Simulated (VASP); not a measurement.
# Nb (P6/mmm) in VASP: further runs

Runs on Nb. Level: RPBE. Tasks: single point.

Program: VASP 6.6.1. These are calculated values, not measurements. Logs are shortened: lines on timing, memory, paths and dates and some standing lists are left out, and cuts for length are marked.

**1. The cell of the first run**

Symmetry: P6/mmm, No. 191, hexagonal system. The conventional cell has a = 4.707 Å, b = 4.707 Å, c = 2.591 Å, α = 90.00°, β = 90.00°, γ = 120.00°. Within 3.4 Å of Nb (site symmetry 6/mmm) lie 14 Nb at 2.59 to 3.01 Å. Within 3.4 Å of Nb (site symmetry -6m2) lie 11 Nb at 2.59 to 3.01 Å.

This isn't the form of Nb at room conditions, which is bcc.

**2. Single point, RPBE (16.57 Å³/atom)**

INCAR

```
PREC = Accurate ; ENCUT = 520
EDIFF = 1E-6 ; ISMEAR = -1
SIGMA = 0.1 ; LREAL = F
LASPH = T ; NELM = 80
ALGO = Normal ; ISIF = 2
LWAVE = F ; LCHARG = T
GGA = RP ; LELF = T
LVHAR = T ; NBANDS = 26
```

KPOINTS

```
Automatic mesh
0
Gamma
  8 8 13
```

POSCAR

```
Nb
1.0
    4.7070686017      0.0000000000      0.0000000000
   -2.3535343009      4.0764409864      0.0000000000
    0.0000000000      0.0000000000      2.5905562287
Nb
3
Direct
    0.0000000000      1.0000000000      1.0000000000
    0.3333333333      0.6666666667      0.5000000000
    0.6666666667      0.3333333333      0.5000000000
```

Potentials or basis: VASP PAW PBE potentials, release 64 (Nb_sv).

Started as:

```bash
$ cat potpaw_PBE.64/Nb_sv/POTCAR > POTCAR
$ mpirun -np 1 vasp_std > vasp.out
```

OUTCAR:

```text
PREC = Accurate
   ENCUT = 520
   EDIFF = 1E-6
   ISMEAR = -1
   LREAL = F
   LASPH = T
   NELM = 80
   ISIF = 2
   GGA = RP

 ion  position               nearest neighbor table
   1  0.000  0.000  0.000-   2 3.01   3 3.01   2 3.01   3 3.01   3 3.01   3 3.01   2 3.01   2 3.01
                             3 3.01   3 3.01   2 3.01   2 3.01
   2  0.333  0.667  0.500-   3 2.72   3 2.72   3 2.72   1 3.01   1 3.01   1 3.01   1 3.01   1 3.01
                             1 3.01
   3  0.667  0.333  0.500-   2 2.72   2 2.72   2 2.72   1 3.01   1 3.01   1 3.01   1 3.01   1 3.01
                             1 3.01

  LATTYP: Found a hexagonal cell.
 ALAT       =     4.7070686017
 C/A-ratio  =     0.5503544664

  Lattice vectors:

 A1 = (   4.7070686017,   0.0000000000,   0.0000000000)
 A2 = (  -2.3535343009,   4.0764409864,   0.0000000000)
 A3 = (   0.0000000000,   0.0000000000,   2.5905562287)

Analysis of symmetry for initial positions (statically):
=====================================================================
 Subroutine PRICEL returns:
 Original cell was already a primitive cell.

 Routine SETGRP: Setting up the symmetry group for a
 hexagonal supercell.

 Subroutine GETGRP returns: Found 24 space group operations
 (whereof 24 operations were pure point group operations)
 out of a pool of 24 trial point group operations.

The static configuration has the point symmetry D_6h.

Analysis of symmetry for dynamics (positions and initial velocities):
=====================================================================
 Subroutine PRICEL returns:
 Original cell was already a primitive cell.

 Routine SETGRP: Setting up the symmetry group for a
 hexagonal supercell.

 Subroutine GETGRP returns: Found 24 space group operations
 (whereof 24 operations were pure point group operations)
 out of a pool of 24 trial point group operations.

The dynamic configuration has the point symmetry D_6h.

 Subroutine INISYM returns: Found 24 space group operations
 (whereof 24 operations are pure point group operations),
 and found     1 'primitive' translations

----------------------------------------------------------------------------------------

                                     Primitive cell

  volume of cell :      49.7078

  direct lattice vectors                    reciprocal lattice vectors
     4.707068602  0.000000000  0.000000000     0.212446447  0.122656013  0.000000000
    -2.353534301  4.076440986  0.000000000     0.000000000  0.245312027  0.000000000
     0.000000000  0.000000000  2.590556229     0.000000000  0.000000000  0.386017485

  length of vectors
     4.707068602  4.707068602  2.590556229     0.245312027  0.245312027  0.386017485

  position of ions in fractional coordinates (direct lattice)
     0.000000000  0.000000000  0.000000000
     0.333333333  0.666666667  0.500000000
     0.666666667  0.333333333  0.500000000

  ion indices of the primitive-cell ions
   primitive index   ion index
                 1           1
                 2           2
                 3           3

----------------------------------------------------------------------------------------

 KPOINTS: Automatic mesh

Automatic generation of k-mesh.
 Grid dimensions read from file:
 generate k-points for:    8    8   13

 Generating k-lattice:

  Cartesian coordinates                     Fractional coordinates (reciprocal lattice)
     0.026555806  0.015332002  0.000000000     0.125000000  0.000000000  0.000000000
     0.000000000  0.030664003  0.000000000     0.000000000  0.125000000  0.000000000
     0.000000000  0.000000000  0.029693653     0.000000000  0.000000000  0.076923077

  Length of vectors
     0.030664003  0.030664003  0.029693653

  Shift w.r.t. Gamma in fractional coordinates (k-lattice)
     0.000000000  0.000000000  0.000000000

 Subroutine IBZKPT returns following result:
 ===========================================

 Found     70 irreducible k-points:

 Following reciprocal coordinates:
            Coordinates               Weight
  0.000000  0.000000  0.000000      1.000000
  0.125000  0.000000  0.000000      6.000000
  0.250000  0.000000  0.000000      6.000000
  0.375000  0.000000  0.000000      6.000000
  0.500000  0.000000  0.000000      3.000000
  0.125000  0.125000  0.000000      6.000000
[... 16 lines left out ...]
  0.250000  0.000000  0.153846     12.000000
  0.375000  0.000000  0.153846     12.000000
 [... further k-points ...]
   k-points           NKPTS =     70   k-points in BZ     NKDIM =     70   number of bands    NBANDS=     26
   number of dos      NEDOS =    301   number of ions     NIONS =      3
   total plane-waves  NPLWV =  25920
   dimension x,y,z NGX =    36 NGY =   36 NGZ =   20
   dimension x,y,z NGXF=    72 NGYF=   72 NGZF=   40
   ions per type =               3
   NGX,Y,Z   is equivalent  to a cutoff of  12.71, 12.71, 12.83 a.u.
   NGXF,Y,Z  is equivalent  to a cutoff of  25.43, 25.43, 25.67 a.u.
 SYSTEM =  unknown system
   PREC   = accura    normal or accurate (medium, high low for compatibility)
   ISTART =      0    job   : 0-new  1-cont  2-samecut
   ICHARG =      2    charge: 1-file 2-atom 10-const
   ISPIN  =      1    spin polarized calculation?
   LNONCOLLINEAR =      F non collinear calculations
   LSORBIT =      F    spin-orbit coupling
   LASPH  =      T    aspherical Exc in radial PAW
   ENCUT  =  520.0 eV  38.22 Ry    6.18 a.u.   8.75  8.75  4.82*2*pi/ulx,y,z
   NELM   =     80;   NELMIN=  2; NELMDL= -5     # of ELM steps
   EDIFF  = 0.1E-05   stopping-criterion for ELM
   LREAL  =      F    real-space projection
   EDIFFG = 0.1E-04   stopping-criterion for IOM
   NSW    =      0    number of steps for IOM
   IBRION =     -1    ionic relax: 0-MD 1-quasi-New 2-CG
   NFREE  =      0    steps in history (QN), initial steepest desc. (CG)
   ISIF   =      2    stress and relaxation
   ISYM   =      2    0-nonsym 1-usesym 2-fastsym
   POTIM  = 0.5000    time-step for ionic-motion
   TEBEG  =    0.0;   TEEND  =   0.0 temperature during run
   PSTRESS=    0.0 pullay stress
   NELECT =      39.0000    total number of electrons
   NUPDOWN=      -1.0000    fix difference up-down
   EMIN   =  10.00;   EMAX   =-10.00  energy-range for DOS
   EFERMI =   0.00;   METHOD = LEGACY
   ISMEAR =    -1;   SIGMA  =   0.10  broadening in eV -4-tet -1-fermi 0-gaus
   EFERMI_NEDOS =   21; number of points for ismear=-14 and -15
   IALGO  =     38    algorithm
   IMIX   =      4    mixing-type and parameters
     AMIX     =   0.40;   BMIX     =  1.00
     AMIX_MAG =   1.60;   BMIX_MAG =  1.00
  volume/ion in A,a.u.               =      16.57       111.81
  Fermi-wavevector in a.u.,A,eV,Ry     =   1.509923  2.853341 31.019479  2.279867
  Thomas-Fermi vector in A             =   2.620181
   LORBIT       =      0    0 simple, 1 ext, 2 COOP (PROOUT), +10 PAW based schemes
   GGA     = RP    functional components
   LHFCALC =     F    Hartree Fock is set to
   AEXX    =    0.0000 exact exchange contribution
   IVDW    =     0    specifies the selected vdW correction
   LEPSILON=     F    determine dielectric tensor
   LRPA    =     F    only Hartree local field effects (RPA)
 non-spin polarized calculation
  energy-cutoff  :      520.00
  volume of cell :       49.71
 maximum number of plane-waves:      1366
 NGX is ok and might be reduce to    36
   NGX = 17   NGY = 17   NGZ =  9

 number of electron      38.9999998 magnetization

 Free energy of the ion-electron system (eV)
  ---------------------------------------------------
  ext. energy  EPLUGINS =         0.00000000
  ---------------------------------------------------
  free energy    TOTEN  =       -28.09405270 eV

  energy without entropy =      -28.01186885  energy(sigma->0) =      -28.05296078

 E-fermi :  12.6731     XC(G=0): -12.8620

 val. band max:       12.6679923033   @ k =   0.1250   0.1250   0.0000
 cond. band min:      12.7008299128   @ k =   0.3750   0.0000   0.2308
 fundamental gap:      0.0328376095
 Fermi energy:        12.6731491356

 k-point     1 :       0.0000    0.0000    0.0000
  band No.  band energies     occupation
      1     -41.9203      2.00000
      2     -41.6165      2.00000
      3     -41.5689      2.00000
      4     -18.3653      2.00000
      5     -18.3653      2.00000
      6     -18.0741      2.00000
[... 18 lines left out ...]
     25      15.9195      0.00000
     26      15.9195      0.00000

 k-point     2 :       0.1250    0.0000    0.0000
  band No.  band energies     occupation
      1     -41.9062      2.00000
      2     -41.6216      2.00000
      3     -41.5787      2.00000
      4     -18.4584      2.00000
      5     -18.4172      2.00000
      6     -17.9613      2.00000
[... 18 lines left out ...]
     25      16.4371      0.00000
     26      16.5004      0.00000

 k-point     3 :       0.2500    0.0000    0.0000
  band No.  band energies     occupation
      1     -41.8666      2.00000
      2     -41.6377      2.00000
      3     -41.6040      2.00000
      4     -18.5909      2.00000
      5     -18.4216      2.00000
      6     -17.7719      2.00000
[... 18 lines left out ...]
     25      17.0031      0.00000
     26      17.1907      0.00000

 k-point     4 :       0.3750    0.0000    0.0000
  band No.  band energies     occupation
      1     -41.8097      2.00000
      2     -41.6756      2.00000
      3     -41.6249      2.00000
      4     -18.6826      2.00000
      5     -18.3051      2.00000
      6     -17.7322      2.00000
[... 18 lines left out ...]
     25      16.9072      0.00000
     26      17.5646      0.00000
[... 496 lines left out ...]
      1     -41.8319      2.00000
      2     -41.5679      2.00000
      3     -41.5169      2.00000
      4     -18.3776      2.00000
      5     -18.3385      2.00000
      6     -17.8825      2.00000
[... 18 lines left out ...]
     25      16.0841      0.00000
     26      16.1610      0.00000

 k-point    23 :       0.2500    0.0000    0.1538
  band No.  band energies     occupation
      1     -41.7946      2.00000
      2     -41.5812      2.00000
      3     -41.5425      2.00000
      4     -18.4954      2.00000
      5     -18.3406      2.00000
      6     -17.7164      2.00000
[... 18 lines left out ...]
     25      16.5267      0.00000
     26      16.7698      0.00000

 k-point    24 :       0.3750    0.0000    0.1538
  band No.  band energies     occupation
      1     -41.7411      2.00000
      2     -41.6131      2.00000
      3     -41.5657      2.00000
      4     -18.5793      2.00000
      5     -18.2410      2.00000
      6     -17.7271      2.00000
[... 18 lines left out ...]
     25      15.8766      0.00000
     26      16.9363      0.00000

 [... further k-points ...]

------------------------ aborting loop because EDIFF is reached ----------------------------------------

  FORCE on cell =-STRESS in cart. coord.  units (eV):
  Direction    XX          YY          ZZ          XY          YZ          ZX
  --------------------------------------------------------------------------------------
  -------------------------------------------------------------------------------------
  Total        7.6209289      7.6209289      8.1327893     -0.0000000      0.0000000      0.0000000
  in kB      245.6369987    245.6369987    262.1352294     -0.0000000      0.0000000      0.0000000
  external PRESSURE =     251.1364090 kB  Pullay stress =       0.0000000 kB

 VOLUME and BASIS-vectors are now :
 -----------------------------------------------------------------------------
  energy-cutoff  :      520.00
  volume of cell :       49.71
      direct lattice vectors                 reciprocal lattice vectors
     4.707068602  0.000000000  0.000000000     0.212446447  0.122656013  0.000000000
    -2.353534301  4.076440986  0.000000000     0.000000000  0.245312027  0.000000000
     0.000000000  0.000000000  2.590556229     0.000000000  0.000000000  0.386017485

 POSITION                                       TOTAL-FORCE (eV/Angst)
 -----------------------------------------------------------------------------------
      0.00000      0.00000      0.00000        -0.000000      0.000000     -0.000000
     -0.00000      2.71763      1.29528        -0.000000      0.000000     -0.000000
      2.35353      1.35881      1.29528         0.000000      0.000000      0.000000
 -----------------------------------------------------------------------------------
    total drift:                                0.000000      0.000000     -0.000000

  FREE ENERGIE OF THE ION-ELECTRON SYSTEM (eV)
  ---------------------------------------------------
  free  energy   TOTEN  =       -28.0940526997 eV

  energy  without entropy=      -28.0118688527  energy(sigma->0) =      -28.05296078
```

It took 42 s on 1 thread of AMD EPYC 9R45 (Zen 5), shared host; peak memory 0.18 GiB.

What came out:

* Free energy: -28.0941 eV
* Pressure: 25.1 GPa
* Band gap on the k mesh: zero (an odd number of electrons rules out a gap without spin polarisation)

Levels at points of the mesh, in eV from the Fermi level:
| k point | band 18 | band 19 | band 20 | band 21 | band 22 | band 23 |
| --- | --- | --- | --- | --- | --- | --- |
| (0.00, 0.00, 0.00) | -1.24 | -1.24 | -1.14 | 0.61 | 0.61 | 3.21 |
| (0.50, 0.00, 0.00) | -1.85 | -1.26 | -0.99 | 1.98 | 2.11 | 3.44 |

Caveat: the cell stands under pressure; the PAW data sets were made with another functional, which shifts forces and pressure a little.

**3. Single point, RPBE (17.32 Å³/atom)**

This run uses another cell than the first one, of 17.32 Å³/atom.

INCAR

```
SYSTEM = Nb
  PREC = Accurate
  ENCUT = 520
  EDIFF = 1E-7
  ISMEAR = -1
  SIGMA = 0.1
  LREAL = .FALSE.
  LASPH = .TRUE.
  NELM = 100
  ALGO = Normal
  ISIF = 2
  LWAVE = .FALSE.
  LCHARG = .FALSE.
  GGA = RP
  NBANDS = 26
```

KPOINTS

```
Automatic mesh
0
G
  8 8 13
  0 0 0
```

POSCAR

```
Nb
1.0
    4.7773337162      0.0000000000      0.0000000000
   -2.3886668581      4.1372923605      0.0000000000
    0.0000000000      0.0000000000      2.6292269483
Nb
3
Direct
    0.0000000000      1.0000000000      1.0000000000
    0.3333333333      0.6666666667      0.5000000000
    0.6666666667      0.3333333333      0.5000000000
```

Potentials or basis: VASP PAW PBE potentials, release 64 (Nb_sv).

Started as:

```bash
$ cat potpaw_PBE.64/Nb_sv/POTCAR > POTCAR
$ mpirun -np 1 vasp_std > vasp.out
```

OUTCAR:

```text
SYSTEM = Nb
   PREC = Accurate
   ENCUT = 520
   EDIFF = 1E-7
   ISMEAR = -1
   LREAL = .FALSE.
   LASPH = .TRUE.
   NELM = 100
   ISIF = 2
   GGA = RP

 ion  position               nearest neighbor table
   1  0.000  0.000  0.000-
   2  0.333  0.667  0.500-   3 2.76   3 2.76   3 2.76
   3  0.667  0.333  0.500-   2 2.76   2 2.76   2 2.76

  LATTYP: Found a hexagonal cell.
 ALAT       =     4.7773337162
 C/A-ratio  =     0.5503544664

  Lattice vectors:

 A1 = (   4.7773337162,   0.0000000000,   0.0000000000)
 A2 = (  -2.3886668581,   4.1372923605,   0.0000000000)
 A3 = (   0.0000000000,   0.0000000000,   2.6292269483)

Analysis of symmetry for initial positions (statically):
=====================================================================
 Subroutine PRICEL returns:
 Original cell was already a primitive cell.

 Routine SETGRP: Setting up the symmetry group for a
 hexagonal supercell.

 Subroutine GETGRP returns: Found 24 space group operations
 (whereof 24 operations were pure point group operations)
 out of a pool of 24 trial point group operations.
[... 161 lines left out ...]
  free energy    TOTEN  =       -28.37544184 eV

  energy without entropy =      -28.28805592  energy(sigma->0) =      -28.33174888

 E-fermi :  12.0189     XC(G=0): -12.6248

 val. band max:       11.9749636739   @ k =   0.1250   0.1250   0.3846
 cond. band min:      12.0250754504   @ k =   0.3750   0.0000   0.2308
 fundamental gap:      0.0501117765
 Fermi energy:        12.0188572635

 k-point     1 :       0.0000    0.0000    0.0000
  band No.  band energies     occupation
      1     -42.5991      2.00000
      2     -42.3521      2.00000
      3     -42.3007      2.00000
      4     -18.9935      2.00000
      5     -18.9935      2.00000
      6     -18.7393      2.00000
[... 685 lines left out ...]
     25      15.0980      0.00000
     26      16.1069      0.00000

 [... further k-points ...]

------------------------ aborting loop because EDIFF is reached ----------------------------------------

  FORCE on cell =-STRESS in cart. coord.  units (eV):
  Direction    XX          YY          ZZ          XY          YZ          ZX
  --------------------------------------------------------------------------------------
  -------------------------------------------------------------------------------------
  Total        4.7591717      4.7591717      4.9691568      0.0000000     -0.0000000      0.0000000
  in kB      146.7276932    146.7276932    153.2016409      0.0000000     -0.0000000      0.0000000
  external PRESSURE =     148.8856757 kB  Pullay stress =       0.0000000 kB

 VOLUME and BASIS-vectors are now :
 -----------------------------------------------------------------------------
  energy-cutoff  :      520.00
  volume of cell :       51.97
      direct lattice vectors                 reciprocal lattice vectors
     4.777333716  0.000000000  0.000000000     0.209321781  0.120851986  0.000000000
    -2.388666858  4.137292361  0.000000000     0.000000000  0.241703973  0.000000000
     0.000000000  0.000000000  2.629226948     0.000000000  0.000000000  0.380339932

 POSITION                                       TOTAL-FORCE (eV/Angst)
 -----------------------------------------------------------------------------------
      0.00000      0.00000      0.00000         0.000000      0.000000     -0.000000
     -0.00000      2.75819      1.31461        -0.000000     -0.000000     -0.000000
      2.38867      1.37910      1.31461         0.000000      0.000000      0.000000
 -----------------------------------------------------------------------------------
    total drift:                                0.000000      0.000000     -0.000000

  FREE ENERGIE OF THE ION-ELECTRON SYSTEM (eV)
  ---------------------------------------------------
  free  energy   TOTEN  =       -28.3754418393 eV

  energy  without entropy=      -28.2880559221  energy(sigma->0) =      -28.33174888
```

Wall time 46 s (1 thread of AMD EPYC 9R45 (Zen 5), shared host); peak memory 0.18 GiB.

What came out:

- Free energy: -28.3754 eV
- Pressure: 14.9 GPa
- Band gap on the k mesh: zero (an odd number of electrons rules out a gap without spin polarisation)

Caveat: the cell stands under pressure; the PAW data sets were made with another functional, which shifts forces and pressure a little.

The gap in the log of VASP goes by the Fermi energy; the results here count the filled bands.